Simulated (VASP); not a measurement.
# SnO (Cmce) in VASP: relaxation of volume and atoms at fixed shape with LDA

Aim: the relaxation of volume and atoms at fixed shape of SnO with LDA.

All numbers are computed with VASP 6.6.1; they aren't measurements. Logs are shortened: lines on timing, memory, paths and dates and some standing lists are left out, and cuts for length are marked.

## Step 1: The cell of the first run

The structure is orthorhombic, space group Cmce (No. 64). Conventional cell: a = 5.474 Å, b = 5.476 Å, c = 10.222 Å, α = 90.00°, β = 90.00°, γ = 90.00°. Within 3.0 Å of Sn (site symmetry m) lie 4 O at 2.25 to 2.26 Å. Within 3.0 Å of O (site symmetry 2) lie 4 Sn at 2.25 to 2.26 Å and 4 O at 2.74 Å.

## Step 2: Relaxation of volume and atoms at fixed shape, LDA

Input file INCAR:

```
SYSTEM = SnO
PREC = Accurate
ENCUT = 600
EDIFF = 1E-7
ISMEAR = 1
SIGMA = 0.02
LREAL = .FALSE.
LASPH = .TRUE.
NELM = 120
ALGO = Normal
ISIF = 8
LWAVE = .FALSE.
LCHARG = .FALSE.
IBRION = 2
NSW = 80
EDIFFG = -0.01
GGA_COMPAT = .FALSE.
NELMIN = 4
```

Input file KPOINTS:

```
regular mesh
0
G
  6 6 2
  0 0 0
```

Input file POSCAR:

```
SnO
1.0
    2.7369100000     -2.7378000000      0.0000000000
    2.7369100000      2.7378000000      0.0000000000
    0.0000000000      0.0000000000     10.2219600000
Sn O
4 4
Direct
    0.7365500000      0.2634500000      0.8638600000
    0.2634500000      0.7365500000      0.1361400000
    0.7634500000      0.2365500000      0.3638600000
    0.2365500000      0.7634500000      0.6361400000
    0.2619400000      0.2380600000      0.2500000000
    0.7380600000      0.7619400000      0.7500000000
    0.2380600000      0.2619400000      0.7500000000
    0.7619400000      0.7380600000      0.2500000000
```

Potentials or basis: VASP PAW LDA potentials, release 64 (Sn_d, O).

The run is started by

```sh
> cat potpaw_LDA.64/Sn_d/POTCAR potpaw_LDA.64/O/POTCAR > POTCAR
> mpirun -np 1 vasp_std > vasp.out
```

OUTCAR:

```text
SYSTEM = SnO
   PREC = Accurate
   ENCUT = 600
   EDIFF = 1E-7
   ISMEAR = 1
   LREAL = .FALSE.
   LASPH = .TRUE.
   NELM = 120
   ISIF = 8
   IBRION = 2
   NSW = 80
   EDIFFG = -0.01
   NELMIN = 4

 ion  position               nearest neighbor table
   1  0.737  0.263  0.864-   6 2.25   7 2.25   7 2.26   6 2.26   4 3.59   4 3.59   4 3.59   4 3.59

   2  0.263  0.737  0.136-   5 2.25   8 2.25   5 2.26   8 2.26   3 3.59   3 3.59   3 3.59   3 3.59

   3  0.763  0.237  0.364-   5 2.25   8 2.25   8 2.26   5 2.26   2 3.59   2 3.59   2 3.59   2 3.59

   4  0.237  0.763  0.636-   6 2.25   7 2.25   6 2.26   7 2.26   1 3.59   1 3.59   1 3.59   1 3.59

   5  0.262  0.238  0.250-   2 2.25   3 2.25   3 2.26   2 2.26
   6  0.738  0.762  0.750-   1 2.25   4 2.25   1 2.26   4 2.26
   7  0.238  0.262  0.750-   1 2.25   4 2.25   4 2.26   1 2.26
   8  0.762  0.738  0.250-   2 2.25   3 2.25   2 2.26   3 2.26

  LATTYP: Found a base centered orthorhombic cell.
 ALAT       =     5.4738200000
 B/A-ratio  =     1.0003251842
 C/A-ratio  =     1.8674271350

  Lattice vectors:

 A1 = (   2.7369100000,  -2.7378000000,   0.0000000000)
 A2 = (   2.7369100000,   2.7378000000,   0.0000000000)
 A3 = (   0.0000000000,   0.0000000000,  10.2219600000)

Analysis of symmetry for initial positions (statically):
=====================================================================
 Subroutine PRICEL returns:
 Original cell was already a primitive cell.

 Routine SETGRP: Setting up the symmetry group for a
 base centered orthorhombic supercell.

 Subroutine GETGRP returns: Found  8 space group operations
 (whereof  4 operations were pure point group operations)
 out of a pool of  8 trial point group operations.

The static configuration has the point symmetry C_2h.
 The point group associated with its full space group is D_2h.

Analysis of symmetry for dynamics (positions and initial velocities):
=====================================================================
 Subroutine PRICEL returns:
 Original cell was already a primitive cell.

 Routine SETGRP: Setting up the symmetry group for a
 base centered orthorhombic supercell.

 Subroutine GETGRP returns: Found  8 space group operations
 (whereof  4 operations were pure point group operations)
 out of a pool of  8 trial point group operations.

The dynamic configuration has the point symmetry C_2h.
 The point group associated with its full space group is D_2h.

 Subroutine INISYM returns: Found  8 space group operations
 (whereof  4 operations are pure point group operations),
 and found     1 'primitive' translations

----------------------------------------------------------------------------------------

                                     Primitive cell

  volume of cell :     153.1886

  direct lattice vectors                    reciprocal lattice vectors
     2.736910000 -2.737800000  0.000000000     0.182687776 -0.182628388  0.000000000
     2.736910000  2.737800000  0.000000000     0.182687776  0.182628388  0.000000000
     0.000000000  0.000000000 10.221960000     0.000000000  0.000000000  0.097828596

  length of vectors
     3.871204617  3.871204617 10.221960000     0.258317540  0.258317540  0.097828596

  position of ions in fractional coordinates (direct lattice)
     0.736550000  0.263450000  0.863860000
     0.263450000  0.736550000  0.136140000
     0.763450000  0.236550000  0.363860000
     0.236550000  0.763450000  0.636140000
     0.261940000  0.238060000  0.250000000
     0.738060000  0.761940000  0.750000000
     0.238060000  0.261940000  0.750000000
     0.761940000  0.738060000  0.250000000

  ion indices of the primitive-cell ions
   primitive index   ion index
                 1           1
                 2           2
                 3           3
                 4           4
                 5           5
                 6           6
                 7           7
                 8           8

----------------------------------------------------------------------------------------

 KPOINTS: regular mesh

Automatic generation of k-mesh.
 Grid dimensions read from file:
 generate k-points for:    6    6    2

 Generating k-lattice:

  Cartesian coordinates                     Fractional coordinates (reciprocal lattice)
     0.030447963 -0.030438065  0.000000000     0.166666667  0.000000000  0.000000000
     0.030447963  0.030438065  0.000000000     0.000000000  0.166666667  0.000000000
     0.000000000  0.000000000  0.048914298     0.000000000  0.000000000  0.500000000

  Length of vectors
     0.043052923  0.043052923  0.048914298

  Shift w.r.t. Gamma in fractional coordinates (k-lattice)
     0.000000000  0.000000000  0.000000000

 Subroutine IBZKPT returns following result:
 ===========================================

 Found     26 irreducible k-points:

 Following reciprocal coordinates:
            Coordinates               Weight
  0.000000  0.000000  0.000000      1.000000
  0.166667  0.000000  0.000000      4.000000
  0.333333 -0.000000  0.000000      4.000000
  0.500000 -0.000000  0.000000      2.000000
  0.166667  0.166667  0.000000      2.000000
  0.333333  0.166667  0.000000      4.000000
[... 16 lines left out ...]
  0.333333  0.333333  0.500000      2.000000
  0.500000  0.333333  0.500000      4.000000
 [... further k-points ...]
   k-points           NKPTS =     26   k-points in BZ     NKDIM =     26   number of bands    NBANDS=     48
   number of dos      NEDOS =    301   number of ions     NIONS =      8
   total plane-waves  NPLWV =  86016
   dimension x,y,z NGX =    32 NGY =   32 NGZ =   84
   dimension x,y,z NGXF=    64 NGYF=   64 NGZF=  168
   ions per type =               4   4
   NGX,Y,Z   is equivalent  to a cutoff of  13.74, 13.74, 13.66 a.u.
   NGXF,Y,Z  is equivalent  to a cutoff of  27.48, 27.48, 27.32 a.u.
 SYSTEM =  SnO
   PREC   = accura    normal or accurate (medium, high low for compatibility)
   ISTART =      0    job   : 0-new  1-cont  2-samecut
   ICHARG =      2    charge: 1-file 2-atom 10-const
   ISPIN  =      1    spin polarized calculation?
   LNONCOLLINEAR =      F non collinear calculations
   LSORBIT =      F    spin-orbit coupling
   LASPH  =      T    aspherical Exc in radial PAW
   ENCUT  =  600.0 eV  44.10 Ry    6.64 a.u.   7.73  7.73 20.42*2*pi/ulx,y,z
   NELM   =    120;   NELMIN=  4; NELMDL= -5     # of ELM steps
   EDIFF  = 0.1E-06   stopping-criterion for ELM
   LREAL  =      F    real-space projection
   EDIFFG = -.1E-01   stopping-criterion for IOM
   NSW    =     80    number of steps for IOM
   IBRION =      2    ionic relax: 0-MD 1-quasi-New 2-CG
   NFREE  =      1    steps in history (QN), initial steepest desc. (CG)
   ISIF   =      8    stress and relaxation
   ISYM   =      2    0-nonsym 1-usesym 2-fastsym
   POTIM  = 0.5000    time-step for ionic-motion
   TEBEG  =    0.0;   TEEND  =   0.0 temperature during run
   PSTRESS=    0.0 pullay stress
   NELECT =      80.0000    total number of electrons
   NUPDOWN=      -1.0000    fix difference up-down
   EMIN   =  10.00;   EMAX   =-10.00  energy-range for DOS
   EFERMI =   0.00;   METHOD = LEGACY
   ISMEAR =     1;   SIGMA  =   0.02  broadening in eV -4-tet -1-fermi 0-gaus
   EFERMI_NEDOS =   21; number of points for ismear=-14 and -15
   IALGO  =     38    algorithm
   IMIX   =      4    mixing-type and parameters
     AMIX     =   0.40;   BMIX     =  1.00
     AMIX_MAG =   1.60;   BMIX_MAG =  1.00
  volume/ion in A,a.u.               =      19.15       129.22
  Fermi-wavevector in a.u.,A,eV,Ry     =   1.318346  2.491312 23.647412  1.738036
  Thomas-Fermi vector in A             =   2.448322
   LORBIT       =      0    0 simple, 1 ext, 2 COOP (PROOUT), +10 PAW based schemes
   GGA     = CA    functional components
   LHFCALC =     F    Hartree Fock is set to
   AEXX    =    0.0000 exact exchange contribution
   IVDW    =     0    specifies the selected vdW correction
   LEPSILON=     F    determine dielectric tensor
   LRPA    =     F    only Hartree local field effects (RPA)
 conjugate gradient relaxation of ions
 non-spin polarized calculation
 Methfessel and Paxton  Order N= 1 SIGMA  =   0.02
  energy-cutoff  :      600.00
  volume of cell :      153.19
 maximum number of plane-waves:      5136
   NGX = 15   NGY = 15   NGZ = 41

--------------------------------------- Ionic step        1  -------------------------------------------

 number of electron      79.9999993 magnetization

 Free energy of the ion-electron system (eV)
  ---------------------------------------------------
  ext. energy  EPLUGINS =         0.00000000
  ---------------------------------------------------
  free energy    TOTEN  =       -51.14807093 eV

  energy without entropy =      -51.14808778  energy(sigma->0) =      -51.14807655

------------------------ aborting loop because EDIFF is reached ----------------------------------------

  FORCE on cell =-STRESS in cart. coord.  units (eV):
  Direction    XX          YY          ZZ          XY          YZ          ZX
  --------------------------------------------------------------------------------------
  -------------------------------------------------------------------------------------
  Total       -6.5094067     -6.5080848     -5.2324584      0.0000000     -0.0000000      0.0000000
  in kB      -68.0809456    -68.0671199    -54.7255278      0.0000000     -0.0000000      0.0000000
  external PRESSURE =     -63.6245311 kB  Pullay stress =       0.0000000 kB
[... 107 lines left out ...]
  FREE ENERGIE OF THE ION-ELECTRON SYSTEM (eV)
  ---------------------------------------------------
  free  energy   TOTEN  =       -51.3538809761 eV

  energy  without entropy=      -51.3539802861  energy(sigma->0) =      -51.35391408

[... ionic steps 4 to 22 ...]

--------------------------------------- Ionic step       23  -------------------------------------------

 number of electron      79.9999992 magnetization

------------------------ aborting loop because EDIFF is reached ----------------------------------------

  FORCE on cell =-STRESS in cart. coord.  units (eV):
  Direction    XX          YY          ZZ          XY          YZ          ZX
  --------------------------------------------------------------------------------------
  -------------------------------------------------------------------------------------
  Total        1.0990598      1.0497224     -1.9176316      0.0000000      0.0000000      0.0000000
  in kB       12.9483092     12.3670530    -22.5921175      0.0000000      0.0000000      0.0000000
  external PRESSURE =       0.9077483 kB  Pullay stress =       0.0000000 kB
[... 69 lines left out ...]
  energy  without entropy=      -51.4406741503  energy(sigma->0) =      -51.44082549

--------------------------------------- Ionic step       25  -------------------------------------------

 number of electron      79.9999996 magnetization

 Free energy of the ion-electron system (eV)
  ---------------------------------------------------
  ext. energy  EPLUGINS =         0.00000000
  ---------------------------------------------------
  free energy    TOTEN  =       -51.44095525 eV

  energy without entropy =      -51.44074301  energy(sigma->0) =      -51.44088450

 E-fermi :   7.2393     XC(G=0): -10.7945

 val. band max:        7.2332101666   @ k =   0.1667   0.0000   0.0000
 cond. band min:       7.3748359989   @ k =   0.0000   0.0000   0.0000
 fundamental gap:      0.1416258323
 Fermi energy:         7.2393326096

 k-point     1 :       0.0000    0.0000    0.0000
  band No.  band energies     occupation
      1     -14.7602      2.00000
      2     -14.7428      2.00000
      3     -14.3248      2.00000
      4     -14.3066      2.00000
      5     -14.2933      2.00000
      6     -14.2930      2.00000
[... 1213 lines left out ...]
     47      11.8216      0.00000
     48      11.8216      0.00000

 [... further k-points ...]
[... 5 lines left out ...]
  --------------------------------------------------------------------------------------
  -------------------------------------------------------------------------------------
  Total        0.9048450      0.8557515     -1.9205951      0.0000000     -0.0000000      0.0000000
  in kB       10.6232494     10.0468716    -22.5485710      0.0000000     -0.0000000      0.0000000
  external PRESSURE =      -0.6261500 kB  Pullay stress =       0.0000000 kB
[... 23 lines left out ...]
  FREE ENERGIE OF THE ION-ELECTRON SYSTEM (eV)
  ---------------------------------------------------
  free  energy   TOTEN  =       -51.4409552457 eV

  energy  without entropy=      -51.4407430093  energy(sigma->0) =      -51.44088450

 reached required accuracy - stopping structural energy minimisation
```

Wall time 42 min (1 thread of AMD EPYC 9R14 (Zen 4), shared host); peak memory 0.32 GiB.

Results:

```yaml
Free_energy: -51.4410 eV
Relaxed_volume: 17.06 Å³/atom
Relaxed_cell: a = 3.725 Å, b = 3.725 Å, c = 9.836 Å, α = 90.00°, β = 90.00°, γ = 90.02°
Space_group_after_relaxing_to_0.1_Å: P4/nmm (No. 129)
Energy_gained_by_relaxing: 36.6 meV/atom
Ionic_steps: 25
Pressure_after_relaxing: -0.1 GPa
Largest_force_after_relaxing: 0.005 eV/Å
Band_gap_on_the_k_mesh: zero (bands 40 and 41 overlap by 0.18 eV)
```

Forces on the atoms (eV/Å):
```
Sn   0.000  0.000 -0.005
Sn   0.000  0.000  0.005
Sn   0.000  0.000 -0.005
Sn   0.000  0.000  0.005
O    0.000 -0.003  0.000
O    0.000  0.003  0.000
O    0.000  0.003  0.000
O    0.000 -0.003  0.000
```

Step by step:
```
step  energy change (eV)  largest force (eV/Å)  pressure (GPa)  volume (Å³)
   1              0.0000                0.5918           -6.36       153.19
   2             -0.0309                1.6367            6.09       136.94
   3             -0.2058                0.4958           -0.63       144.36
   4             -0.2467                0.3398           -0.42       142.11
   5             -0.2835                0.0433           -0.03       137.40
   6             -0.2837                0.0351           -0.03       136.97
   7             -0.2840                0.0358           -0.05       136.58
   8             -0.2830                0.0759            0.06       135.79
   9             -0.2840                0.0378           -0.02       136.42
  10             -0.2846                0.0357            0.09       136.29
  11             -0.2859                0.0642            0.42       135.89
  12             -0.2847                0.1676            1.12       135.09
  13             -0.2860                0.0899            0.61       135.68
  14             -0.2861                0.0886            0.60       135.68
  15             -0.2864                0.0850            0.58       135.69
  16             -0.2871                0.0778            0.55       135.70
  17             -0.2882                0.0632            0.49       135.72
  18             -0.2901                0.0343            0.36       135.76
  19             -0.2921                0.0254            0.14       135.84
  20             -0.2923                0.0504            0.03       135.87
  21             -0.2923                0.0475            0.05       135.87
  22             -0.2925                0.0368            0.06       135.91
  23             -0.2927                0.0188            0.09       135.99
  24             -0.2928                0.0176            0.14       136.15
  25             -0.2929                0.0051           -0.06       136.47
```

Final structure:
```cif
data_structure
_symmetry_space_group_name_H-M 'P 1'
_symmetry_Int_Tables_number 1
_cell_length_a 3.7249
_cell_length_b 3.7249
_cell_length_c 9.8356
_cell_angle_alpha 90.000
_cell_angle_beta 90.000
_cell_angle_gamma 90.019
_cell_volume 136.47
loop_
_atom_site_label
_atom_site_type_symbol
_atom_site_fract_x
_atom_site_fract_y
_atom_site_fract_z
_atom_site_occupancy
Sn1 Sn 0.75059 0.24941 0.86955 1
Sn2 Sn 0.24941 0.75059 0.13045 1
Sn3 Sn 0.74941 0.25059 0.36955 1
Sn4 Sn 0.25059 0.74941 0.63045 1
O1 O 0.24932 0.25068 0.25000 1
O2 O 0.75068 0.74932 0.75000 1
O3 O 0.25068 0.24932 0.75000 1
O4 O 0.74932 0.75068 0.25000 1
```

Caveat: semilocal functionals underestimate gaps, and a narrow one can read as zero; spin-orbit coupling is left out, which moves the levels of the heavy elements.

The gap in the log of VASP goes by the Fermi energy; the results here count the filled bands.